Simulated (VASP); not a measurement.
# Fe (Im-3m) in VASP: notebook

Fe is run at these levels: r2SCAN; tasks: single point, relaxation of volume and atoms at fixed shape.

Everything below comes from runs of VASP 6.6.1. Logs are shortened: lines on timing, memory, paths and dates and some standing lists are left out, and cuts for length are marked.

## (1) The cell of the first run

Symmetry: Im-3m, No. 229, cubic system. Conventional cell: a = 2.861 Å, b = 2.861 Å, c = 2.861 Å, α = 90.00°, β = 90.00°, γ = 90.00°. Fe (site symmetry m-3m) has 14 Fe at 2.48 to 2.86 Å within 3.3 Å.

## (2) Single point, r2SCAN, collinear spin, ferromagnetic start

File POSCAR:

```
Fe
1.0
   -1.4303989192      1.4303989192      1.4303989192
    1.4303989192     -1.4303989192      1.4303989192
    1.4303989192      1.4303989192     -1.4303989192
Fe
1
Direct
    0.0000000000      0.0000000000      0.0000000000
```

File INCAR.step1:

```
SYSTEM = Fe
ALGO     = Normal         ! electronic algorithm
EDIFF    = 1E-4           ! SCF threshold, eV
ENCUT    = 520            ! plane-wave cutoff, eV
GGA      = PE             ! functional
ISMEAR   = 1              ! smearing method
ISPIN    = 2              ! spin polarisation
LASPH    = .True.         ! aspherical terms in the spheres
LCHARG   = .False.        ! write CHGCAR
LMAXMIX  = 4              ! l up to which the mixer works
LREAL    = .False.        ! projectors in reciprocal space
LWAVE    = .True.         ! write WAVECAR
MAGMOM   = 3.5            ! initial moments
NBANDS   = 14             ! bands
NELM     = 150            ! most SCF steps
PREC     = Accurate       ! precision mode
SIGMA    = 0.1            ! smearing width, eV
```

File INCAR.step2:

```
SYSTEM = Fe
ALGO     = Normal         ! electronic algorithm
EDIFF    = 1E-7           ! SCF threshold, eV
ENCUT    = 520            ! plane-wave cutoff, eV
ISIF     = 2              ! what is computed and relaxed
ISMEAR   = 1              ! smearing method
ISPIN    = 2              ! spin polarisation
ISTART   = 1            
LASPH    = .True.         ! aspherical terms in the spheres
LCHARG   = .True.         ! write CHGCAR
LELF     = .True.         ! ELF
LMAXMIX  = 4              ! l up to which the mixer works
LMIXTAU  = .True.       
LORBIT   = 11             ! projections on sites
LREAL    = .False.        ! projectors in reciprocal space
LVHAR    = .True.       
LWAVE    = .False.        ! write WAVECAR
MAGMOM   = 3.5            ! initial moments
METAGGA  = R2SCAN         ! meta-GGA
NBANDS   = 14             ! bands
NELM     = 150            ! most SCF steps
PREC     = Accurate       ! precision mode
SIGMA    = 0.1            ! smearing width, eV
```

File KPOINTS:

```
k-points
0
Gamma
  11 11 11
  0 0 0
```

Potentials or basis: VASP PAW PBE potentials, release 64 (Fe).

On the command line:

```sh
$ cat potpaw_PBE.64/Fe/POTCAR > POTCAR
$ cp INCAR.step1 INCAR
$ mpirun -np 1 vasp_std > vasp.out
$ cp INCAR.step2 INCAR
$ mpirun -np 1 vasp_std > vasp.out
```

OUTCAR:

```text
SYSTEM = Fe
   EDIFF = 1E-7
   ENCUT = 520
   ISIF = 2
   ISMEAR = 1
   ISPIN = 2
   ISTART = 1
   LASPH = .True.
   LORBIT = 11
   LREAL = .False.
   METAGGA = R2SCAN
   NELM = 150
   PREC = Accurate

 ion  position               nearest neighbor table
   1  0.000  0.000  0.000-

  LATTYP: Found a body centered cubic cell.
 ALAT       =     2.8607978384

  Lattice vectors:

 A1 = (  -1.4303989192,   1.4303989192,   1.4303989192)
 A2 = (   1.4303989192,  -1.4303989192,   1.4303989192)
 A3 = (   1.4303989192,   1.4303989192,  -1.4303989192)

Analysis of symmetry for initial positions (statically):
=====================================================================
 Subroutine PRICEL returns:
 Original cell was already a primitive cell.

 Routine SETGRP: Setting up the symmetry group for a
 body centered cubic supercell.

 Subroutine GETGRP returns: Found 48 space group operations
[... 9 lines left out ...]

 Routine SETGRP: Setting up the symmetry group for a
 body centered cubic supercell.

 Subroutine GETGRP returns: Found 48 space group operations
 (whereof 48 operations were pure point group operations)
 out of a pool of 48 trial point group operations.

The dynamic configuration has the point symmetry O_h .

Analysis of structural, dynamic, and magnetic symmetry:
=====================================================================
 Subroutine PRICEL returns:
 Original cell was already a primitive cell.

 Routine SETGRP: Setting up the symmetry group for a
 body centered cubic supercell.

 Subroutine GETGRP returns: Found 48 space group operations
 (whereof 48 operations were pure point group operations)
 out of a pool of 48 trial point group operations.

The overall configuration has the point symmetry O_h .

 Subroutine INISYM returns: Found 48 space group operations
[... 5 lines left out ...]
                                     Primitive cell

  volume of cell :      11.7066

  direct lattice vectors                    reciprocal lattice vectors
    -1.430398919  1.430398919  1.430398919     0.000000000  0.349552837  0.349552837
     1.430398919 -1.430398919  1.430398919     0.349552837  0.000000000  0.349552837
     1.430398919  1.430398919 -1.430398919     0.349552837  0.349552837  0.000000000

  length of vectors
     2.477523603  2.477523603  2.477523603     0.494342363  0.494342363  0.494342363

  position of ions in fractional coordinates (direct lattice)
     0.000000000  0.000000000  0.000000000

  ion indices of the primitive-cell ions
   primitive index   ion index
                 1           1

----------------------------------------------------------------------------------------

 KPOINTS: k-points

Automatic generation of k-mesh.
 Grid dimensions read from file:
 generate k-points for:   11   11   11

 Generating k-lattice:

  Cartesian coordinates                     Fractional coordinates (reciprocal lattice)
     0.000000000  0.031777531  0.031777531     0.090909091  0.000000000  0.000000000
     0.031777531  0.000000000  0.031777531     0.000000000  0.090909091  0.000000000
     0.031777531  0.031777531  0.000000000     0.000000000  0.000000000  0.090909091

  Length of vectors
     0.044940215  0.044940215  0.044940215

  Shift w.r.t. Gamma in fractional coordinates (k-lattice)
     0.000000000  0.000000000  0.000000000

 Subroutine IBZKPT returns following result:
 ===========================================

 Found     56 irreducible k-points:

 Following reciprocal coordinates:
            Coordinates               Weight
  0.000000  0.000000  0.000000      1.000000
  0.090909  0.000000  0.000000     12.000000
  0.181818  0.000000  0.000000     12.000000
  0.272727  0.000000  0.000000     12.000000
  0.363636  0.000000  0.000000     12.000000
  0.454545  0.000000  0.000000     12.000000
[... 16 lines left out ...]
  0.272727  0.181818  0.090909     48.000000
  0.363636  0.181818  0.090909     24.000000
 [... further k-points ...]
   k-points           NKPTS =     56   k-points in BZ     NKDIM =     56   number of bands    NBANDS=     14
   number of dos      NEDOS =    301   number of ions     NIONS =      1
   total plane-waves  NPLWV =   5832
   dimension x,y,z NGX =    18 NGY =   18 NGZ =   18
   dimension x,y,z NGXF=    36 NGYF=   36 NGZF=   36
   ions per type =               1
   NGX,Y,Z   is equivalent  to a cutoff of  12.08, 12.08, 12.08 a.u.
   NGXF,Y,Z  is equivalent  to a cutoff of  24.16, 24.16, 24.16 a.u.
 SYSTEM =  Fe
   PREC   = accura    normal or accurate (medium, high low for compatibility)
   ISTART =      1    job   : 0-new  1-cont  2-samecut
   ICHARG =      0    charge: 1-file 2-atom 10-const
   ISPIN  =      2    spin polarized calculation?
   LNONCOLLINEAR =      F non collinear calculations
   LSORBIT =      F    spin-orbit coupling
   LASPH  =      T    aspherical Exc in radial PAW
   ENCUT  =  520.0 eV  38.22 Ry    6.18 a.u.   4.61  4.61  4.61*2*pi/ulx,y,z
   NELM   =    150;   NELMIN=  2; NELMDL=  0     # of ELM steps
   EDIFF  = 0.1E-06   stopping-criterion for ELM
   LREAL  =      F    real-space projection
   EDIFFG = 0.1E-05   stopping-criterion for IOM
   NSW    =      0    number of steps for IOM
   IBRION =     -1    ionic relax: 0-MD 1-quasi-New 2-CG
   NFREE  =      0    steps in history (QN), initial steepest desc. (CG)
   ISIF   =      2    stress and relaxation
   ISYM   =      2    0-nonsym 1-usesym 2-fastsym
   POTIM  = 0.5000    time-step for ionic-motion
   TEBEG  =    0.0;   TEEND  =   0.0 temperature during run
   PSTRESS=    0.0 pullay stress
   NELECT =       8.0000    total number of electrons
   NUPDOWN=      -1.0000    fix difference up-down
   EMIN   =  10.00;   EMAX   =-10.00  energy-range for DOS
   EFERMI =   0.00;   METHOD = LEGACY
   ISMEAR =     1;   SIGMA  =   0.10  broadening in eV -4-tet -1-fermi 0-gaus
   EFERMI_NEDOS =   21; number of points for ismear=-14 and -15
   IALGO  =     38    algorithm
   IMIX   =      4    mixing-type and parameters
     AMIX     =   0.40;   BMIX     =  1.00
     AMIX_MAG =   1.60;   BMIX_MAG =  1.00
  volume/ion in A,a.u.               =      11.71        79.00
  Fermi-wavevector in a.u.,A,eV,Ry     =   1.441986  2.724958 28.290908  2.079323
  Thomas-Fermi vector in A             =   2.560557
   LORBIT       =     11    0 simple, 1 ext, 2 COOP (PROOUT), +10 PAW based schemes
   METAGGA = R2SCAN    functional components
   LHFCALC =     F    Hartree Fock is set to
   AEXX    =    0.0000 exact exchange contribution
   IVDW    =     0    specifies the selected vdW correction
   LEPSILON=     F    determine dielectric tensor
   LRPA    =     F    only Hartree local field effects (RPA)
 spin polarized calculation
 Methfessel and Paxton  Order N= 1 SIGMA  =   0.10
  energy-cutoff  :      520.00
  volume of cell :       11.71
 maximum number of plane-waves:       329
   NGX =  9   NGY =  9   NGZ =  9

 number of electron       8.0000000 magnetization       2.6083643

 Free energy of the ion-electron system (eV)
  ---------------------------------------------------
  ext. energy  EPLUGINS =         0.00000000
  ---------------------------------------------------
  free energy    TOTEN  =       -14.36335000 eV

  energy without entropy =      -14.36349118  energy(sigma->0) =      -14.36339706

 E-fermi :   5.5257     XC(G=0): -14.0563

 val. band max:        5.5057719869   @ k =  -0.3636   0.3636   0.1818
 cond. band min:       5.5593508430   @ k =   0.0909   0.0909   0.0000
 fundamental gap:      0.0535788561
 Fermi energy:         5.5257084248

 spin component 1

 k-point     1 :       0.0000    0.0000    0.0000
  band No.  band energies     occupation
      1      -2.9791      1.00000
      2       2.4796      1.00000
      3       2.4797      1.00000
      4       2.4797      1.00000
      5       3.6851      1.00000
      6       3.6851      1.00000
      7      31.2452      0.00000
      8      31.2453      0.00000
      9      31.2453      0.00000
     10      36.1172      0.00000
     11      36.1172      0.00000
     12      37.8150      0.00000
     13      37.8150      0.00000
     14      37.8156      0.00000

 k-point     2 :       0.0909    0.0000    0.0000
  band No.  band energies     occupation
      1      -2.6367      1.00000
      2       2.3955      1.00000
      3       2.4757      1.00000
      4       2.6548      1.00000
      5       3.6071      1.00000
      6       3.6918      1.00000
      7      28.9584      0.00000
      8      30.6236      0.00000
      9      30.8816      0.00000
     10      34.8264      0.00000
[... 362 lines left out ...]
 k-point    24 :       0.3636    0.1818    0.0909
  band No.  band energies     occupation
      1       1.0113      1.00000
      2       1.4908      1.00000
      3       2.7323      1.00000
      4       3.8153      1.00000
      5       3.9103      1.00000
      6       9.8242      0.00000
      7      12.8971      0.00000
      8      17.9639      0.00000
      9      21.1867      0.00000
     10      35.6811      0.00000
     11      40.4981      0.00000
     12      40.9782      0.00000
     13      46.7223      0.00000
     14      47.0153      0.00000

 [... further k-points ...]

 spin component 2

 k-point     1 :       0.0000    0.0000    0.0000
  band No.  band energies     occupation
      1      -3.6315      1.00000
      2       5.8538     -0.00002
      3       5.8538     -0.00002
      4       5.8538     -0.00002
      5       8.0876      0.00000
      6       8.0876      0.00000
      7      30.8538      0.00000
      8      30.8539      0.00000
      9      30.8539      0.00000
     10      36.6869      0.00000
     11      36.6869      0.00000
     12      39.5603      0.00000
     13      39.5603      0.00000
     14      39.5608      0.00000

 k-point     2 :       0.0909    0.0000    0.0000
  band No.  band energies     occupation
      1      -3.2756      1.00000
      2       5.7304     -0.00684
      3       5.8164     -0.00016
      4       6.0566     -0.00000
      5       7.9581      0.00000
      6       8.0961      0.00000
      7      29.0030      0.00000
      8      30.3946      0.00000
      9      30.7244      0.00000
     10      36.0444      0.00000
[... 362 lines left out ...]
 k-point    24 :       0.3636    0.1818    0.0909
  band No.  band energies     occupation
      1       3.0522      1.00000
      2       4.1177      1.00000
      3       4.4180      1.00000
      4       8.1422      0.00000
      5       8.3869      0.00000
      6      11.5195      0.00000
      7      14.7541      0.00000
      8      18.9544      0.00000
      9      22.2692      0.00000
     10      36.1125      0.00000
     11      41.1203      0.00000
     12      42.3950      0.00000
     13      47.6939      0.00000
     14      48.8858      0.00000

 [... further k-points ...]

------------------------ aborting loop because EDIFF is reached ----------------------------------------

  FORCE on cell =-STRESS in cart. coord.  units (eV):
  Direction    XX          YY          ZZ          XY          YZ          ZX
  --------------------------------------------------------------------------------------
  -------------------------------------------------------------------------------------
  Total       -0.0205120     -0.0205120     -0.0205120      0.0000000      0.0000000     -0.0000000
  in kB       -2.8072882     -2.8072882     -2.8072882      0.0000000      0.0000000     -0.0000000
  external PRESSURE =      -2.8072882 kB  Pullay stress =       0.0000000 kB

 VOLUME and BASIS-vectors are now :
 -----------------------------------------------------------------------------
  energy-cutoff  :      520.00
  volume of cell :       11.71
      direct lattice vectors                 reciprocal lattice vectors
    -1.430398919  1.430398919  1.430398919     0.000000000  0.349552837  0.349552837
     1.430398919 -1.430398919  1.430398919     0.349552837  0.000000000  0.349552837
     1.430398919  1.430398919 -1.430398919     0.349552837  0.349552837  0.000000000

 POSITION                                       TOTAL-FORCE (eV/Angst)
 -----------------------------------------------------------------------------------
      0.00000      0.00000      0.00000         0.000000     -0.000000     -0.000000
 -----------------------------------------------------------------------------------
    total drift:                                0.000000     -0.000000      0.000000

  FREE ENERGIE OF THE ION-ELECTRON SYSTEM (eV)
  ---------------------------------------------------
  free  energy   TOTEN  =       -14.3633500039 eV

  energy  without entropy=      -14.3634911841  energy(sigma->0) =      -14.36339706

 total charge

# of ion       s       p       d       tot
------------------------------------------
    1        0.479   0.552   6.180   7.211

 magnetization (x)

# of ion       s       p       d       tot
------------------------------------------
    1       -0.014  -0.123   2.817   2.680
```

Wall time 49 s (1 thread of AMD EPYC 9R45 (Zen 5), shared host); peak memory 0.11 GiB.

What came out:

```yaml
Free_energy: -14.3634 eV
Pressure: -0.3 GPa
Net_moment: 2.61 μB per cell
Site_moments: Fe +2.68 μB
Valence_electrons_inside_the_program's_atomic_spheres: Fe 7.21
```

Caveat: the PAW data sets were made with another functional, which shifts forces and pressure a little.

(Part 1 of 2 ends here.)
